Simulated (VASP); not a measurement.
# Co (P6_3/mmc) in VASP: notebook, part 2 of 2

VASP 6.6.1.

## 4. Single point, r2SCAN

The input, POSCAR:

```
Co
1.0
    2.4271453599      0.0000000000      0.0000000000
   -1.2135726799      2.1019695403      0.0000000000
    0.0000000000      0.0000000000      3.9126468420
Co
2
Direct
    0.3333333333      0.6666666667      0.2500000000
    0.6666666667      0.3333333333      0.7500000000
```

The input, INCAR.step1:

```
SYSTEM = Co
ALGO = Normal
EDIFF = 1E-4
ENCUT = 520
GGA = PE
ISMEAR = -1
LASPH = .TRUE.
LCHARG = .FALSE.
LREAL = .FALSE.
LWAVE = .TRUE.
NBANDS = 16
NELM = 60
PREC = Accurate
SIGMA = 0.1
```

The input, INCAR.step2:

```
SYSTEM = Co
ALGO = Normal
EDIFF = 1E-7
ENCUT = 520
ISIF = 2
ISMEAR = -1
ISTART = 1
LASPH = .TRUE.
LCHARG = .FALSE.
LMIXTAU = .TRUE.
LREAL = .FALSE.
LWAVE = .FALSE.
METAGGA = R2SCAN
NBANDS = 16
NELM = 60
PREC = Accurate
SIGMA = 0.1
```

The input, KPOINTS:

```
k-points
0
G
  24 24 13
  0 0 0
```

Potentials or basis: VASP PAW PBE potentials, release 64 (Co).

Launch:

```
> cat potpaw_PBE.64/Co/POTCAR > POTCAR
> cp INCAR.step1 INCAR
> mpirun -np 1 vasp_std > vasp.out
> cp INCAR.step2 INCAR
> mpirun -np 1 vasp_std > vasp.out
```

OUTCAR:

```text
SYSTEM = Co
   EDIFF = 1E-7
   ENCUT = 520
   ISIF = 2
   ISMEAR = -1
   ISTART = 1
   LASPH = .TRUE.
   LREAL = .FALSE.
   METAGGA = R2SCAN
   NELM = 60
   PREC = Accurate

 ion  position               nearest neighbor table
   1  0.333  0.667  0.250-   2 2.41   2 2.41   2 2.41   2 2.41   2 2.41   2 2.41
   2  0.667  0.333  0.750-   1 2.41   1 2.41   1 2.41   1 2.41   1 2.41   1 2.41

  LATTYP: Found a hexagonal cell.
 ALAT       =     2.4271453599
 C/A-ratio  =     1.6120364716

  Lattice vectors:

 A1 = (   2.4271453599,   0.0000000000,   0.0000000000)
 A2 = (  -1.2135726799,   2.1019695403,   0.0000000000)
 A3 = (   0.0000000000,   0.0000000000,   3.9126468420)

Analysis of symmetry for initial positions (statically):
=====================================================================
 Subroutine PRICEL returns:
 Original cell was already a primitive cell.

 Routine SETGRP: Setting up the symmetry group for a
 hexagonal supercell.

 Subroutine GETGRP returns: Found 24 space group operations
 (whereof 12 operations were pure point group operations)
 out of a pool of 24 trial point group operations.

The static configuration has the point symmetry D_3d.
 The point group associated with its full space group is D_6h.

Analysis of symmetry for dynamics (positions and initial velocities):
=====================================================================
 Subroutine PRICEL returns:
 Original cell was already a primitive cell.

 Routine SETGRP: Setting up the symmetry group for a
 hexagonal supercell.

 Subroutine GETGRP returns: Found 24 space group operations
 (whereof 12 operations were pure point group operations)
 out of a pool of 24 trial point group operations.

The dynamic configuration has the point symmetry D_3d.
 The point group associated with its full space group is D_6h.

 Subroutine INISYM returns: Found 24 space group operations
 (whereof 12 operations are pure point group operations),
 and found     1 'primitive' translations

[... 115 lines left out ...]
  volume/ion in A,a.u.               =       9.98        67.35
  Fermi-wavevector in a.u.,A,eV,Ry     =   1.581617  2.988823 34.035150  2.501513
  Thomas-Fermi vector in A             =   2.681665
   LORBIT       =      0    0 simple, 1 ext, 2 COOP (PROOUT), +10 PAW based schemes
   METAGGA = R2SCAN    functional components
   LHFCALC =     F    Hartree Fock is set to
   AEXX    =    0.0000 exact exchange contribution
   IVDW    =     0    specifies the selected vdW correction
   LEPSILON=     F    determine dielectric tensor
   LRPA    =     F    only Hartree local field effects (RPA)
 non-spin polarized calculation
  energy-cutoff  :      520.00
  volume of cell :       19.96
 maximum number of plane-waves:       559
   NGX =  9   NGY =  9   NGZ = 15

 number of electron      17.9999995 magnetization

 Free energy of the ion-electron system (eV)
  ---------------------------------------------------
  ext. energy  EPLUGINS =         0.00000000
  ---------------------------------------------------
  free energy    TOTEN  =       -25.49395128 eV

  energy without entropy =      -25.32558291  energy(sigma->0) =      -25.40976710

 E-fermi :  11.2675     XC(G=0): -15.1887

 val. band max:       11.2663161268   @ k =   0.2500   0.2083   0.1538
 cond. band min:      11.2687419147   @ k =   0.2917   0.1250   0.3846
 fundamental gap:      0.0024257879
 Fermi energy:        11.2675230967

 k-point     1 :       0.0000    0.0000    0.0000
  band No.  band energies     occupation
      1       1.4577      2.00000
      2       5.9834      2.00000
      3       9.2219      2.00000
      4       9.2359      2.00000
      5       9.2359      2.00000
      6       9.6308      2.00000
[... 433 lines left out ...]
      3       6.8187      2.00000
      4       8.7420      2.00000
      5       9.0035      2.00000
      6       9.2298      2.00000
[... 8 lines left out ...]
     15      25.6191      0.00000
     16      26.9312      0.00000

 [... further k-points ...]

------------------------ aborting loop because EDIFF is reached ----------------------------------------

  FORCE on cell =-STRESS in cart. coord.  units (eV):
  Direction    XX          YY          ZZ          XY          YZ          ZX
  --------------------------------------------------------------------------------------
  -------------------------------------------------------------------------------------
  Total        0.0272612      0.0272612      0.0209440      0.0000000      0.0000000     -0.0000000
  in kB        2.1880774      2.1880774      1.6810351      0.0000000      0.0000000     -0.0000000
  external PRESSURE =       2.0190633 kB  Pullay stress =       0.0000000 kB

 VOLUME and BASIS-vectors are now :
 -----------------------------------------------------------------------------
  energy-cutoff  :      520.00
  volume of cell :       19.96
      direct lattice vectors                 reciprocal lattice vectors
     2.427145360  0.000000000  0.000000000     0.412006638  0.237872143  0.000000000
    -1.213572680  2.101969540  0.000000000     0.000000000  0.475744287  0.000000000
     0.000000000  0.000000000  3.912646842     0.000000000  0.000000000  0.255581462

 POSITION                                       TOTAL-FORCE (eV/Angst)
 -----------------------------------------------------------------------------------
     -0.00000      1.40131      0.97816         0.000000     -0.000000      0.000000
      1.21357      0.70066      2.93449        -0.000000      0.000000      0.000000
 -----------------------------------------------------------------------------------
    total drift:                                0.000000     -0.000000     -0.000000

  FREE ENERGIE OF THE ION-ELECTRON SYSTEM (eV)
  ---------------------------------------------------
  free  energy   TOTEN  =       -25.4939512843 eV

  energy  without entropy=      -25.3255829086  energy(sigma->0) =      -25.40976710
```

It took 7.2 min on 1 thread of Intel Xeon Platinum 8259CL at 2.50GHz (Skylake/Cascade Lake), shared host; peak memory 0.22 GiB.

Results:

```yaml
Free_energy: -25.4940 eV
Pressure: 0.2 GPa
Band_gap_on_the_k_mesh: zero (bands 9 and 10 overlap by 1.67 eV)
```

Caveat: the PAW data sets were made with another functional, which shifts forces and pressure a little; the run has no spin polarisation, though such a crystal can be magnetic. Spin polarisation is off, so any magnetic state and its effect on volume and gap are missing.

## 5. Overview

```csv
k mesh,smearing,gap on the mesh (eV),pressure (GPa)
15 × 15 × 8,gaussian 0.6 eV,none,3.3
15 × 15 × 8,gaussian 1 eV,none,7.9
24 × 24 × 13,fermi-dirac 0.1 eV,none,0.2
```

Alike in all rows: task single point; level r2SCAN; potentials or basis VASP PAW PBE potentials, release 64 (Co); no spin polarisation; cell as given; cutoff (eV) 520.

Caveats: the PAW data sets were made with another functional, which shifts forces and pressure a little; the run has no spin polarisation, though such a crystal can be magnetic; the cell stands under pressure (at least some runs); so wide a smearing shifts energies and pressures (at least some runs).

Absolute energies hang on the potentials; compare differences alone.
